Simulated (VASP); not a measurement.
# Ni (Im-3m) in VASP: settings compared, part 2 of 2

VASP 6.6.1. The steps go on from the part before.

## (3) Vibrations by perturbation theory, PBEsol, collinear spin, ferromagnetic start

Contents of INCAR:

```
SYSTEM = Ni
ALGO     = Fast           ! electronic algorithm
EDIFF    = 1E-8           ! SCF threshold, eV
ENCUT    = 520            ! plane-wave cutoff, eV
GGA      = PS             ! functional
IBRION   = 8              ! ionic algorithm
ISIF     = 2              ! what is computed and relaxed
ISMEAR   = -1             ! smearing method
ISPIN    = 2              ! spin polarisation
LASPH    = .TRUE.         ! aspherical terms in the spheres
LCHARG   = .TRUE.         ! write CHGCAR
LMAXMIX  = 4              ! l up to which the mixer works
LORBIT   = 11             ! projections on sites
LREAL    = .FALSE.        ! projectors in reciprocal space
LWAVE    = .FALSE.        ! write WAVECAR
MAGMOM   = 1              ! initial moments
NELM     = 150            ! most SCF steps
NSW      = 1              ! ionic steps
PREC     = Accurate       ! precision mode
SIGMA    = 0.05           ! smearing width, eV
```

Contents of KPOINTS:

```
k-points
0
G
  10 10 10
  0 0 0
```

Contents of POSCAR:

```
Ni
1.0
   -1.3837154700      1.3837154700      1.3837154700
    1.3837154700     -1.3837154700      1.3837154700
    1.3837154700      1.3837154700     -1.3837154700
Ni
1
Direct
    0.0000000000      0.0000000000      0.0000000000
```

Potentials or basis: VASP PAW PBE potentials, release 64 (Ni).

Started as:

```bash
$ cat potpaw_PBE.64/Ni/POTCAR > POTCAR
$ mpirun -np 1 vasp_std > vasp.out
```

OUTCAR:

```text
SYSTEM = Ni
   EDIFF = 1E-8
   ENCUT = 520
   GGA = PS
   IBRION = 8
   ISIF = 2
   ISMEAR = -1
   ISPIN = 2
   LASPH = .TRUE.
   LORBIT = 11
   LREAL = .FALSE.
   NELM = 150
   NSW = 1
   PREC = Accurate

 ion  position               nearest neighbor table
   1  0.000  0.000  0.000-

  LATTYP: Found a body centered cubic cell.
 ALAT       =     2.7674309400

  Lattice vectors:

 A1 = (  -1.3837154700,   1.3837154700,   1.3837154700)
 A2 = (   1.3837154700,  -1.3837154700,   1.3837154700)
 A3 = (   1.3837154700,   1.3837154700,  -1.3837154700)

Analysis of symmetry for initial positions (statically):
=====================================================================
 Subroutine PRICEL returns:
 Original cell was already a primitive cell.

 Routine SETGRP: Setting up the symmetry group for a
 body centered cubic supercell.

 Subroutine GETGRP returns: Found 48 space group operations
 (whereof 48 operations were pure point group operations)
 out of a pool of 48 trial point group operations.

The static configuration has the point symmetry O_h .

Analysis of symmetry for dynamics (positions and initial velocities):
=====================================================================
 Subroutine PRICEL returns:
 Original cell was already a primitive cell.

 Routine SETGRP: Setting up the symmetry group for a
 body centered cubic supercell.

 Subroutine GETGRP returns: Found 48 space group operations
 (whereof 48 operations were pure point group operations)
 out of a pool of 48 trial point group operations.

[... 822 lines left out ...]
 -----------------------------------------------------------------------------------
      0.00000      0.00000      0.00000         0.000000     -0.000000      0.000000
 -----------------------------------------------------------------------------------
    total drift:                                0.000000     -0.000000      0.000000

  FREE ENERGIE OF THE ION-ELECTRON SYSTEM (eV)
  ---------------------------------------------------
  free  energy   TOTEN  =        -6.0363468775 eV

  energy  without entropy=       -6.0200898498  energy(sigma->0) =       -6.02821836

[... ionic steps 2 to 3 ...]

--------------------------------------- Ionic step        4  -------------------------------------------

 Free energy of the ion-electron system (eV)
  ---------------------------------------------------
  ---------------------------------------------------
  free energy    TOTEN  =        -0.17329313 eV

  energy without entropy =       -0.17329313

------------------------ aborting loop because EDIFF is reached ----------------------------------------

 INTERNAL STRAIN TENSOR  FOR ION    1  DIRECTION 1   (eV/Angst):
 -----------------------------------------------------------------------------
     0.00493  0.00000  0.00000
     0.00000  0.00010  0.00000
    -0.00000  0.00000  0.00010

 INTERNAL STRAIN TENSOR FOR ION    1 for displacements in x,y,z  (eV/Angst):
          X           Y           Z          XY          YZ          ZX
  --------------------------------------------------------------------------------
  x     0.00000     0.00000     0.00000     0.00000     0.00000     0.00000
  y     0.00000     0.00000     0.00000     0.00000     0.00000     0.00000
  z     0.00000     0.00000     0.00000     0.00000     0.00000     0.00000

 SECOND DERIVATIVES (NOT SYMMETRIZED)
 ------------------------------------
               1X          1Y          1Z
  1X    -0.048237    0.000000    0.000000
  1Y     0.000000   -0.048237    0.000000
  1Z     0.000000    0.000000   -0.048237

 Eigenvectors and eigenvalues of the dynamical matrix
 ----------------------------------------------------

   1 f  =    0.448188 THz     2.816049 2PiTHz   14.949946 cm-1     1.853556 meV
             X         Y         Z           dx          dy          dz
      0.000000  0.000000  0.000000     1.000000    0.000000    0.000000

   2 f  =    0.448188 THz     2.816049 2PiTHz   14.949946 cm-1     1.853556 meV
             X         Y         Z           dx          dy          dz
      0.000000  0.000000  0.000000     0.000000    1.000000    0.000000

   3 f  =    0.448188 THz     2.816049 2PiTHz   14.949946 cm-1     1.853556 meV
             X         Y         Z           dx          dy          dz
      0.000000  0.000000  0.000000     0.000000    0.000000    1.000000

--------------------------------------------------------------------------------------------------------

 ELASTIC MODULI CONTR FROM IONIC RELAXATION (kBar)
 Direction    XX          YY          ZZ          XY          YZ          ZX
 --------------------------------------------------------------------------------
 XX           0.0000      0.0000      0.0000      0.0000      0.0000      0.0000
 YY           0.0000      0.0000      0.0000      0.0000      0.0000      0.0000
 ZZ           0.0000      0.0000      0.0000      0.0000      0.0000      0.0000
 XY           0.0000      0.0000      0.0000      0.0000      0.0000      0.0000
 YZ           0.0000      0.0000      0.0000      0.0000      0.0000      0.0000
 ZX           0.0000      0.0000      0.0000      0.0000      0.0000      0.0000
 --------------------------------------------------------------------------------

 total charge

# of ion       s       p       d       tot
------------------------------------------
    1        0.504   0.514   8.348   9.367

 magnetization (x)

# of ion       s       p       d       tot
------------------------------------------
    1       -0.005  -0.014   0.433   0.414
```

stdout:

```text
POSCAR found type information on POSCAR Ni
 POSCAR found :  1 types and       1 ions
 scaLAPACK will be used
 -----------------------------------------------------------------------------
|                                                                             |
|                                                                             |
|     You enforced a specific xc type in the INCAR file but a different       |
|     I HOPE YOU KNOW WHAT YOU ARE DOING!                                     |
|                                                                             |
 -----------------------------------------------------------------------------

 LDA part: xc-table for (Slater+PW92), standard interpolation
 POSCAR, INCAR and KPOINTS ok, starting setup
 FFT: planning ... GRIDC
 FFT: planning ... GRID_SOFT
 FFT: planning ... GRID
 WAVECAR not read
 entering main loop
 Linear response reoptimize wavefunctions to high precision
 Linear response DOF=           1
 Linear response progress:
 first order change of Fermi-energy  -0.67937E-03
 force on displaced ion       1 direction 1 :  -0.048   0.000   0.000
 Linear response finished
```

Run time: 44 s. Hardware: 1 thread of AMD EPYC 9R45 (Zen 5), shared host; peak memory 0.13 GiB.

What came out:

```
Net moment                                            : 0.41 μB per cell
Site moments                                          : Ni +0.41 μB
Valence electrons inside the program's atomic spheres : Ni 9.37
```

Caveat: the PAW data sets were made with another functional, which shifts forces and pressure a little.

## (4) Elastic constants, PBE, collinear spin, ferromagnetic start

Contents of INCAR:

```
SYSTEM = Ni
PREC = Accurate ; ENCUT = 600
EDIFF = 1E-8 ; ISMEAR = -1
SIGMA = 0.05 ; LREAL = .False.
LASPH = .True. ; NELM = 150
ALGO = Fast ; ISIF = 3
LWAVE = .False. ; LCHARG = .False.
ISPIN = 2 ; MAGMOM = 1
LORBIT = 11 ; LMAXMIX = 4
GGA = PE ; IBRION = 6
NFREE = 2 ; POTIM = 0.015
NSW = 1
```

Contents of KPOINTS:

```
Automatic mesh
0
Gamma
  10 10 10
  0 0 0
```

POSCAR is that of step 3.

Started as:

```bash
$ cat potpaw_PBE.64/Ni/POTCAR > POTCAR
$ mpirun -np 1 vasp_std > vasp.out
```

Run time: 6.4 min. Hardware: 1 thread of AMD EPYC 9R45 (Zen 5), shared host; peak memory 0.21 GiB.

The run converged. Its results:

* Net moment: 0.45 μB per cell
* Site moments: Ni +0.45 μB
* Valence electrons inside the program's atomic spheres: Ni 9.36
* Elastic constants C11, C12, C44: 138, 222, 163 GPa
* Voigt bulk modulus: 194 GPa

Elastic tensor in Voigt notation (GPa, in the Cartesian axes of the cell as first typed):
```
138 222 222   0   0   0
222 138 222   0   0   0
222 222 138   0   0   0
  0   0   0 163   0   0
  0   0   0   0 163   0
  0   0   0   0   0 163
```

Clamped-ion elastic tensor (GPa):
```
138 222 222   0   0   0
222 138 222   0   0   0
222 222 138   0   0   0
  0   0   0 163   0   0
  0   0   0   0 163   0
  0   0   0   0   0 163
```

Caveat: the cell is under stress, which shifts elastic constants; the elastic tensor has a negative eigenvalue, so either the cell is unstable as it stands or the mesh is too thin.

## (5) Elastic constants, PBEsol, collinear spin, ferromagnetic start

Contents of INCAR:

```
SYSTEM = Ni
  ALGO = Normal
  EDIFF = 1E-8
  ENCUT = 600
  GGA = PS
  IBRION = 6
  ISIF = 3
  ISMEAR = -1
  ISPIN = 2
  LASPH = .TRUE.
  LCHARG = .FALSE.
  LMAXMIX = 4
  LORBIT = 11
  LREAL = .FALSE.
  LWAVE = .FALSE.
  MAGMOM = 1
  NBANDS = 15
  NELM = 150
  NFREE = 2
  NSW = 1
  POTIM = 0.015
  PREC = Accurate
  SIGMA = 0.05
```

Contents of KPOINTS:

```
k-points
0
G
  12 12 12
  0 0 0
```

POSCAR is that of step 4.

Started as:

```bash
$ cat potpaw_PBE.64/Ni/POTCAR > POTCAR
$ mpirun -np 1 vasp_std > vasp.out
```

Wall time 57 min (1 thread of AMD EPYC, shared host); peak memory 0.33 GiB.

It converged, with:

| Property | Result |
| --- | --- |
| Net moment | 0.45 μB per cell |
| Site moments | Ni +0.45 μB |
| Valence electrons inside the program's atomic spheres | Ni 9.37 |
| Elastic constants C11, C12, C44 | 166, 228, 164 GPa |
| Voigt bulk modulus | 207 GPa |

Elastic tensor in Voigt notation (GPa, in the Cartesian axes of the cell as first typed):
```
166 228 228   0   0   0
228 166 228   0   0   0
228 228 166   0   0   0
  0   0   0 164   0   0
  0   0   0   0 164   0
  0   0   0   0   0 164
```

Clamped-ion elastic tensor (GPa):
```
166 228 228   0   0   0
228 166 228   0   0   0
228 228 166   0   0   0
  0   0   0 164   0   0
  0   0   0   0 164   0
  0   0   0   0   0 164
```

Caveat: the cell is under stress, which shifts elastic constants; the elastic tensor has a negative eigenvalue, so either the cell is unstable as it stands or the mesh is too thin; the PAW data sets were made with another functional, which shifts forces and pressure a little.

## (6) Summary

```tsv
task	level	k mesh	cutoff (eV)	ions in elastic constants	moment (μB)
vibrations by perturbation theory	PBE	10 × 10 × 10	520	-	0.45
vibrations by perturbation theory	PBEsol	10 × 10 × 10	520	-	0.41
elastic constants	PBE	10 × 10 × 10	600	relaxed	0.45
elastic constants	PBEsol	12 × 12 × 12	600	relaxed	0.45
```

Alike in all rows: potentials or basis VASP PAW PBE potentials, release 64 (Ni); spin collinear, ferromagnetic start; cell as given; smearing fermi-dirac 0.05 eV.

Caveats: the PAW data sets were made with another functional, which shifts forces and pressure a little (some runs); the cell is under stress, which shifts elastic constants (some runs); the elastic tensor has a negative eigenvalue, so either the cell is unstable as it stands or the mesh is too thin (some runs).

Absolute energies hang on the potentials; compare differences alone.
